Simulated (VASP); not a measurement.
Write the native input for VASP 6.6.1 that does the following.

| Item | Value |
| --- | --- |
| Task | single point |
| Functional | PBE-based screened hybrid with 25 % exact exchange |
| Potentials or basis | VASP PAW PBE potentials, release 64 (Ta_pv, O) |
| Cutoff | 520 eV |
| k mesh | 5 × 5 × 4 |
| Occupations | fermi-dirac, width 0.05 eV |
| Spin | no spin polarisation |
| Dipole correction | no |
| Grid for exact exchange (PRECFOCK) | Normal |
| Share of exact exchange | 0.25 |
| Further INCAR settings | ALGO = Normal; EDIFF = 1e-06; NBANDS = 16 |
| Screening parameter | 0.3 1/Å |

Crystal: TaO.

```
Ta O
1.0
     3.06611    0.00000    0.00000
    -1.53306    2.65533    0.00000
     0.00000    0.00000    3.85502
Ta O
1 1
Direct
  0.00000 0.00000 0.50000
  0.00000 0.00000 0.00000
```

These files were run (other wordings do the same):

POSCAR

```
TaO
1.0
    3.0661100000      0.0000000000      0.0000000000
   -1.5330600000      2.6553300000      0.0000000000
    0.0000000000      0.0000000000      3.8550200000
Ta O
1 1
Direct
    0.0000000000      0.0000000000      0.5000000000
    0.0000000000      0.0000000000      0.0000000000
```

INCAR.step1

```
SYSTEM = TaO
ALGO = Normal
EDIFF = 1E-5
ENCUT = 520
GGA = PE
ISIF = 2
ISMEAR = -1
LASPH = .True.
LCHARG = .False.
LREAL = .False.
LWAVE = .True.
NBANDS = 16
NELM = 80
PREC = Accurate
SIGMA = 0.05
```

INCAR.step2

```
SYSTEM = TaO
AEXX = 0.25
ALGO = Normal
EDIFF = 1E-6
ENCUT = 520
GGA = PE
HFSCREEN = 0.3
ISIF = 2
ISMEAR = -1
ISTART = 1
LASPH = .True.
LCHARG = .False.
LHFCALC = .True.
LREAL = .False.
LWAVE = .False.
NBANDS = 16
NELM = 80
PREC = Accurate
PRECFOCK = Normal
SIGMA = 0.05
```

KPOINTS

```
k-points
0
Gamma
  5 5 4
  0 0 0
```

Potentials or basis: VASP PAW PBE potentials, release 64 (Ta_pv, O).

The run is started by

```bash
$ cat potpaw_PBE.64/Ta_pv/POTCAR potpaw_PBE.64/O/POTCAR > POTCAR
$ cp INCAR.step1 INCAR
$ mpirun -np 1 vasp_std > vasp.out
$ cp INCAR.step2 INCAR
$ mpirun -np 1 vasp_std > vasp.out
```

Results of the run:

```yaml
Pressure: -5.0 GPa
Band_gap_on_the_k_mesh: zero (an odd number of electrons rules out a gap without spin polarisation)
```

Caveat: the k points lie up to 0.47 Å⁻¹ apart, too coarse for converged energies and pressures of a metal; the PAW data sets were made with another functional, which shifts forces and pressure a little; spin-orbit coupling is left out, which moves the levels of the heavy elements; an odd number of electrons without spin polarisation forces a metal; a magnetic or distorted state may lie lower.

It took 7.9 min on 1 thread of Intel(R) Xeon(R) Platinum 8559C (Emerald Rapids) (shared host), peak memory 0.26 GiB.
